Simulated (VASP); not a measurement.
Crystal: NaCl.

```
Cl Na
1.0
     3.50219    0.00000    0.00000
     0.00000    3.50219    0.00000
     0.00000    0.00000    3.50219
Cl Na
1 1
Cartesian
  1.7511 1.7511 1.7511
  0.0000 0.0000 0.0000
```

```yaml
Program: VASP 6.6.1
Task: relaxation of cell and atoms
Functional: RPBE
Potentials_or_basis: VASP PAW PBE potentials, release 64 (Cl, Na_pv)
Cutoff: 600 eV
k_mesh: 8 × 8 × 8
Occupations: fermi-dirac, width 0.05 eV
Spin: no spin polarisation
```

At the start: pressure 1.9 GPa; volume 21.48 Å³/atom.

Problem. Where does the relaxation end?

Solution. Over 4 steps the energy falls by 9.4 meV/atom and the volume is 23.16 Å³/atom (+7.8 %); space group Pm-3m (No. 221, to 0.1 Å) before and after.

The path:
```
step  energy change (eV)  largest force (eV/Å)  pressure (GPa)  volume (Å³)
   1              0.0000                0.0000            1.92        42.96
   2             -0.0140                0.0000            0.90        44.57
   3             -0.0186                0.0000           -0.13        46.59
   4             -0.0187                0.0000            0.00        46.31
```

Final structure:
```
Cl Na
1.0
     3.59115    0.00000    0.00000
     0.00000    3.59115    0.00000
     0.00000    0.00000    3.59115
Cl Na
1 1
Cartesian
  1.7956 1.7956 1.7956
  0.0000 0.0000 0.0000
```

Caveat: the PAW data sets were made with another functional, which shifts forces and pressure a little.
